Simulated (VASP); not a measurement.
# Al3Cu (P4/mmm) in VASP: a series of runs

The runs below take Al3Cu through single point, with r2SCAN.

Program: VASP 6.6.1. These are calculated values, not measurements. Logs are shortened: lines on timing, memory, paths and dates and some standing lists are left out, and cuts for length are marked.

## (1) The cell of the first run

It takes space group P4/mmm (No. 123, tetragonal). Conventional cell: a = 2.691 Å, b = 2.691 Å, c = 7.364 Å, α = 90.00°, β = 90.00°, γ = 90.00°. Al (site symmetry 4/mmm) has 12 Al at 2.69 to 2.79 Å within 3.5 Å. Within 3.3 Å of Al (site symmetry 4mm) lie 4 Cu at 2.51 Å and 9 Al at 2.69 to 3.28 Å. Within 3.3 Å of Cu (site symmetry 4/mmm) lie 8 Al at 2.51 Å and 4 Cu at 2.69 Å.

## (2) Single point, r2SCAN (strain -0.030 along x and y, -0.030 along z)

Input file POSCAR:

```
Al3Cu
1.0
    2.6905674370      0.0000000000      0.0000000000
    0.0000000000      2.6905674370      0.0000000000
    0.0000000000      0.0000000000      7.3641072206
Al Cu
3 1
Direct
    0.0000000000      0.0000000000      0.5000000000
    0.5000000000      0.5000000000      0.2226430005
    0.5000000000      0.5000000000      0.7773569995
    0.0000000000      0.0000000000      0.0000000000
```

Input file INCAR.step1:

```
SYSTEM = Al3Cu
PREC = Accurate ; ENCUT = 520
ISMEAR = 0 ; SIGMA = 0.15
LREAL = .False. ; LASPH = .True.
NELM = 100 ; NBANDS = 18
GGA = PE ; ALGO = Normal
EDIFF = 1E-4 ; LWAVE = .True.
LCHARG = .False.
```

Input file INCAR.step2:

```
SYSTEM = Al3Cu
PREC = Accurate ; ENCUT = 520
EDIFF = 1E-6 ; ISMEAR = 0
SIGMA = 0.15 ; LREAL = .False.
LASPH = .True. ; NELM = 100
ALGO = Normal ; ISIF = 2
LWAVE = .False. ; LCHARG = .False.
METAGGA = R2SCAN ; LMIXTAU = .True.
NBANDS = 18 ; ISTART = 1
```

Input file KPOINTS:

```
regular mesh
0
Gamma
  18 18 6
  0 0 0
```

Potentials or basis: VASP PAW PBE potentials, release 64 (Al, Cu).

Command:

```sh
cat potpaw_PBE.64/Al/POTCAR potpaw_PBE.64/Cu/POTCAR > POTCAR
cp INCAR.step1 INCAR
mpirun -np 1 vasp_std > vasp.out
cp INCAR.step2 INCAR
mpirun -np 1 vasp_std > vasp.out
```

OUTCAR:

```text
SYSTEM = Al3Cu
   PREC = Accurate
   ENCUT = 520
   EDIFF = 1E-6
   ISMEAR = 0
   LREAL = .False.
   LASPH = .True.
   NELM = 100
   ISIF = 2
   METAGGA = R2SCAN
   ISTART = 1

 ion  position               nearest neighbor table
   1  0.000  0.000  0.500-   2 2.79   3 2.79   2 2.79   3 2.79   2 2.79   3 2.79   2 2.79   3 2.79

   2  0.500  0.500  0.223-   4 2.51   4 2.51   4 2.51   4 2.51   1 2.79   1 2.79   1 2.79   1 2.79
                             3 3.28
   3  0.500  0.500  0.777-   4 2.51   4 2.51   4 2.51   4 2.51   1 2.79   1 2.79   1 2.79   1 2.79
                             2 3.28
   4  0.000  0.000  0.000-   2 2.51   3 2.51   2 2.51   3 2.51   2 2.51   3 2.51   2 2.51   3 2.51

  LATTYP: Found a simple tetragonal cell.
 ALAT       =     2.6905674370
 C/A-ratio  =     2.7370089741

  Lattice vectors:

 A1 = (   2.6905674370,   0.0000000000,   0.0000000000)
 A2 = (   0.0000000000,   2.6905674370,   0.0000000000)
 A3 = (   0.0000000000,   0.0000000000,   7.3641072206)

Analysis of symmetry for initial positions (statically):
=====================================================================
 Subroutine PRICEL returns:
 Original cell was already a primitive cell.

 Routine SETGRP: Setting up the symmetry group for a
 simple tetragonal supercell.

 Subroutine GETGRP returns: Found 16 space group operations
 (whereof 16 operations were pure point group operations)
 out of a pool of 16 trial point group operations.

The static configuration has the point symmetry D_4h.

Analysis of symmetry for dynamics (positions and initial velocities):
=====================================================================
 Subroutine PRICEL returns:
 Original cell was already a primitive cell.

 Routine SETGRP: Setting up the symmetry group for a
 simple tetragonal supercell.

 Subroutine GETGRP returns: Found 16 space group operations
 (whereof 16 operations were pure point group operations)
 out of a pool of 16 trial point group operations.

The dynamic configuration has the point symmetry D_4h.

 Subroutine INISYM returns: Found 16 space group operations
 (whereof 16 operations are pure point group operations),
 and found     1 'primitive' translations

----------------------------------------------------------------------------------------

                                     Primitive cell

  volume of cell :      53.3099

  direct lattice vectors                    reciprocal lattice vectors
     2.690567437  0.000000000  0.000000000     0.371668811  0.000000000  0.000000000
     0.000000000  2.690567437  0.000000000     0.000000000  0.371668811  0.000000000
     0.000000000  0.000000000  7.364107221     0.000000000  0.000000000  0.135793786

  length of vectors
     2.690567437  2.690567437  7.364107221     0.371668811  0.371668811  0.135793786

  position of ions in fractional coordinates (direct lattice)
     0.000000000  0.000000000  0.500000000
     0.500000000  0.500000000  0.222643000
     0.500000000  0.500000000  0.777357000
     0.000000000  0.000000000  0.000000000

  ion indices of the primitive-cell ions
   primitive index   ion index
                 1           1
                 2           2
                 3           3
                 4           4

----------------------------------------------------------------------------------------

 KPOINTS: regular mesh

Automatic generation of k-mesh.
 Grid dimensions read from file:
 generate k-points for:   18   18    6

 Generating k-lattice:

  Cartesian coordinates                     Fractional coordinates (reciprocal lattice)
     0.020648267  0.000000000  0.000000000     0.055555556  0.000000000  0.000000000
     0.000000000  0.020648267  0.000000000     0.000000000  0.055555556  0.000000000
     0.000000000  0.000000000  0.022632298     0.000000000  0.000000000  0.166666667

  Length of vectors
     0.020648267  0.020648267  0.022632298

  Shift w.r.t. Gamma in fractional coordinates (k-lattice)
     0.000000000  0.000000000  0.000000000

 Subroutine IBZKPT returns following result:
 ===========================================

 Found    220 irreducible k-points:

 Following reciprocal coordinates:
            Coordinates               Weight
  0.000000  0.000000  0.000000      1.000000
  0.055556  0.000000  0.000000      4.000000
  0.111111  0.000000  0.000000      4.000000
  0.166667  0.000000  0.000000      4.000000
  0.222222  0.000000  0.000000      4.000000
  0.277778  0.000000  0.000000      4.000000
[... 16 lines left out ...]
  0.277778  0.111111  0.000000      8.000000
  0.333333  0.111111  0.000000      8.000000
 [... further k-points ...]
   k-points           NKPTS =    220   k-points in BZ     NKDIM =    220   number of bands    NBANDS=     18
   number of dos      NEDOS =    301   number of ions     NIONS =      4
   total plane-waves  NPLWV =  22400
   dimension x,y,z NGX =    20 NGY =   20 NGZ =   56
   dimension x,y,z NGXF=    40 NGYF=   40 NGZF=  112
   ions per type =               3   1
   NGX,Y,Z   is equivalent  to a cutoff of  12.36, 12.36, 12.64 a.u.
   NGXF,Y,Z  is equivalent  to a cutoff of  24.72, 24.72, 25.28 a.u.
 SYSTEM =  Al3Cu
   PREC   = accura    normal or accurate (medium, high low for compatibility)
   ISTART =      1    job   : 0-new  1-cont  2-samecut
   ICHARG =      0    charge: 1-file 2-atom 10-const
   ISPIN  =      1    spin polarized calculation?
   LNONCOLLINEAR =      F non collinear calculations
   LSORBIT =      F    spin-orbit coupling
   LASPH  =      T    aspherical Exc in radial PAW
   ENCUT  =  520.0 eV  38.22 Ry    6.18 a.u.   5.00  5.00 13.69*2*pi/ulx,y,z
   NELM   =    100;   NELMIN=  2; NELMDL=  0     # of ELM steps
   EDIFF  = 0.1E-05   stopping-criterion for ELM
   LREAL  =      F    real-space projection
[... 7 lines left out ...]
   TEBEG  =    0.0;   TEEND  =   0.0 temperature during run
   PSTRESS=    0.0 pullay stress
   NELECT =      20.0000    total number of electrons
   NUPDOWN=      -1.0000    fix difference up-down
   EMIN   =  10.00;   EMAX   =-10.00  energy-range for DOS
   EFERMI =   0.00;   METHOD = LEGACY
   ISMEAR =     0;   SIGMA  =   0.15  broadening in eV -4-tet -1-fermi 0-gaus
   EFERMI_NEDOS =   21; number of points for ismear=-14 and -15
   IALGO  =     38    algorithm
   IMIX   =      4    mixing-type and parameters
     AMIX     =   0.40;   BMIX     =  1.00
     AMIX_MAG =   1.60;   BMIX_MAG =  1.00
  volume/ion in A,a.u.               =      13.33        89.94
  Fermi-wavevector in a.u.,A,eV,Ry     =   1.180725  2.231247 18.968049  1.394112
  Thomas-Fermi vector in A             =   2.317012
   LORBIT       =      0    0 simple, 1 ext, 2 COOP (PROOUT), +10 PAW based schemes
   METAGGA = R2SCAN    functional components
   LHFCALC =     F    Hartree Fock is set to
   AEXX    =    0.0000 exact exchange contribution
   IVDW    =     0    specifies the selected vdW correction
   LEPSILON=     F    determine dielectric tensor
   LRPA    =     F    only Hartree local field effects (RPA)
 non-spin polarized calculation
 Gauss-broadening in eV      SIGMA  =   0.15
  energy-cutoff  :      520.00
  volume of cell :       53.31
 maximum number of plane-waves:      1464
   NGX = 11   NGY = 11   NGZ = 27

 number of electron      20.0000011 magnetization

 Free energy of the ion-electron system (eV)
  ---------------------------------------------------
  ext. energy  EPLUGINS =         0.00000000
  ---------------------------------------------------
  free energy    TOTEN  =       -31.25651466 eV

  energy without entropy =      -31.24453490  energy(sigma->0) =      -31.25052478

 E-fermi :   9.5693     XC(G=0): -12.1015

 val. band max:        9.5687196063   @ k =   0.2778   0.2222   0.1667
 cond. band min:       9.5722586212   @ k =   0.5000   0.2778   0.3333
 fundamental gap:      0.0035390149
 Fermi energy:         9.5692690237

 k-point     1 :       0.0000    0.0000    0.0000
  band No.  band energies     occupation
      1      -3.0374      2.00000
      2      -0.3261      2.00000
      3      -0.0133      2.00000
      4       4.3630      2.00000
      5       4.4666      2.00000
      6       5.4518      2.00000
[... 10 lines left out ...]
     17      19.9691      0.00000
     18      19.9691      0.00000

 k-point     2 :       0.0556    0.0000    0.0000
  band No.  band energies     occupation
      1      -2.9700      2.00000
      2      -0.2655      2.00000
      3       0.0541      2.00000
      4       4.3761      2.00000
      5       4.4861      2.00000
      6       5.4026      2.00000
[... 10 lines left out ...]
     17      20.0427      0.00000
     18      20.1482      0.00000

 k-point     3 :       0.1111    0.0000    0.0000
  band No.  band energies     occupation
      1      -2.7680      2.00000
      2      -0.0847      2.00000
      3       0.2555      2.00000
      4       4.4118      2.00000
      5       4.5426      2.00000
      6       5.2778      2.00000
[... 10 lines left out ...]
     17      20.2624      0.00000
     18      20.3914      0.00000

 k-point     4 :       0.1667    0.0000    0.0000
  band No.  band energies     occupation
      1      -2.4328      2.00000
      2       0.2137      2.00000
      3       0.5886      2.00000
      4       4.4621      2.00000
      5       4.6275      2.00000
      6       5.1186      2.00000
[... 375 lines left out ...]
      4       4.6001      2.00000
      5       4.7693      2.00000
      6       4.9942      2.00000
[... 10 lines left out ...]
     17      20.3159      0.00000
     18      21.5816      0.00000

 k-point    23 :       0.2778    0.1111    0.0000
  band No.  band energies     occupation
      1      -1.1100      2.00000
      2       1.3600      2.00000
      3       1.8818      2.00000
      4       4.6423      2.00000
      5       4.8346      2.00000
      6       4.8452      2.00000
[... 10 lines left out ...]
     17      18.8981      0.00000
     18      20.4377      0.00000

 k-point    24 :       0.3333    0.1111    0.0000
  band No.  band energies     occupation
      1      -0.3964      2.00000
      2       1.9408      2.00000
      3       2.5547      2.00000
      4       4.5622      2.00000
      5       4.7166      2.00000
      6       4.8776      2.00000
[... 10 lines left out ...]
     17      18.6404      0.00000
     18      19.9663      0.00000

 [... further k-points ...]

------------------------ aborting loop because EDIFF is reached ----------------------------------------

  FORCE on cell =-STRESS in cart. coord.  units (eV):
  Direction    XX          YY          ZZ          XY          YZ          ZX
  --------------------------------------------------------------------------------------
  -------------------------------------------------------------------------------------
  Total        4.0456636      4.0456636      3.8027154      0.0000000     -0.0000000      0.0000000
  in kB      121.5884956    121.5884956    114.2869224      0.0000000     -0.0000000      0.0000000
  external PRESSURE =     119.1546378 kB  Pullay stress =       0.0000000 kB

 VOLUME and BASIS-vectors are now :
 -----------------------------------------------------------------------------
  energy-cutoff  :      520.00
  volume of cell :       53.31
      direct lattice vectors                 reciprocal lattice vectors
     2.690567437  0.000000000  0.000000000     0.371668811  0.000000000  0.000000000
     0.000000000  2.690567437  0.000000000     0.000000000  0.371668811  0.000000000
     0.000000000  0.000000000  7.364107221     0.000000000  0.000000000  0.135793786

 POSITION                                       TOTAL-FORCE (eV/Angst)
 -----------------------------------------------------------------------------------
      0.00000      0.00000      3.68205         0.000000      0.000000      0.000000
      1.34528      1.34528      1.63957         0.000000      0.000000      0.284493
      1.34528      1.34528      5.72454         0.000000      0.000000     -0.284493
      0.00000      0.00000      0.00000         0.000000      0.000000      0.000000
 -----------------------------------------------------------------------------------
    total drift:                               -0.000000      0.000000     -0.000000

  FREE ENERGIE OF THE ION-ELECTRON SYSTEM (eV)
  ---------------------------------------------------
  free  energy   TOTEN  =       -31.2565146600 eV

  energy  without entropy=      -31.2445348994  energy(sigma->0) =      -31.25052478
```

Run time: 4.2 min. Hardware: 1 thread of Intel Xeon 6975P-C (Granite Rapids), shared host; peak memory 0.31 GiB.

What came out:

```
Free energy            : -31.2565 eV
Pressure               : 11.9 GPa
Largest force          : 0.284 eV/Å
Band gap on the k mesh : zero (bands 10 and 11 overlap by 6.63 eV)
```

Forces on the atoms (eV/Å):
```
Al   0.000  0.000  0.000
Al   0.000  0.000  0.284
Al   0.000  0.000 -0.284
Cu   0.000  0.000  0.000
```

Caveat: the cell differs from its parent crystal (strain -0.030 along x and y, -0.030 along z); the cell stands under pressure; the PAW data sets were made with another functional, which shifts forces and pressure a little.

## (3) Single point, r2SCAN (strain -0.030 along x and y, -0.015 along z)

POSCAR: that of step 2 with these lines changed.

```diff
@@ -4,3 +4,3 @@
     0.0000000000      2.6905674370      0.0000000000
-    0.0000000000      0.0000000000      7.3641072206
+    0.0000000000      0.0000000000      7.4779851673
 Al Cu
```

INCAR.step1 is that of step 2.

INCAR.step2 is that of step 2.

KPOINTS is that of step 2.

Potentials or basis: VASP PAW PBE potentials, release 64 (Al, Cu).

Command:

```sh
cat potpaw_PBE.64/Al/POTCAR potpaw_PBE.64/Cu/POTCAR > POTCAR
cp INCAR.step1 INCAR
mpirun -np 1 vasp_std > vasp.out
cp INCAR.step2 INCAR
mpirun -np 1 vasp_std > vasp.out
```

Run time: 4.5 min. Hardware: 1 thread of Intel Xeon 6975P-C (Granite Rapids), shared host; peak memory 0.31 GiB.

Results (log left out):

* Free energy: -31.3044 eV
* Pressure: 9.7 GPa
* Largest force: 0.272 eV/Å
* Band gap on the k mesh: zero (bands 10 and 11 overlap by 6.23 eV)

Forces on the atoms (eV/Å):
```
Al   0.000  0.000  0.000
Al   0.000  0.000  0.272
Al   0.000  0.000 -0.272
Cu   0.000  0.000  0.000
```

Stress tensor (GPa, compression positive):
```
10.94  0.00  0.00
 0.00 10.94  0.00
 0.00  0.00  7.09
```

Levels at points of the mesh, in eV from the Fermi level:
```
           k point  band 8  band 9  band 10  band 11  band 12  band 13
(0.00, 0.00, 0.00)   -3.60   -2.32     0.39     6.88     7.82     7.82
(0.50, 0.00, 0.00)   -4.07   -3.93    -2.55    -1.97     2.66     4.21
(0.50, 0.50, 0.00)   -0.45   -0.20     0.09     0.09     0.50     0.50
(0.00, 0.00, 0.50)   -4.05   -3.60     4.14     5.80     6.85     8.45
(0.50, 0.00, 0.50)   -3.93   -2.94    -1.25    -1.17     0.02     1.05
(0.50, 0.50, 0.50)   -1.84   -1.84    -0.48    -0.46     0.64     2.44
```

Caveat: the cell differs from its parent crystal (strain -0.030 along x and y, -0.015 along z); the cell stands under pressure; the PAW data sets were made with another functional, which shifts forces and pressure a little.

(Continued in part 2 of 2.)

The gap in the log of VASP goes by the Fermi energy; the results here count the filled bands.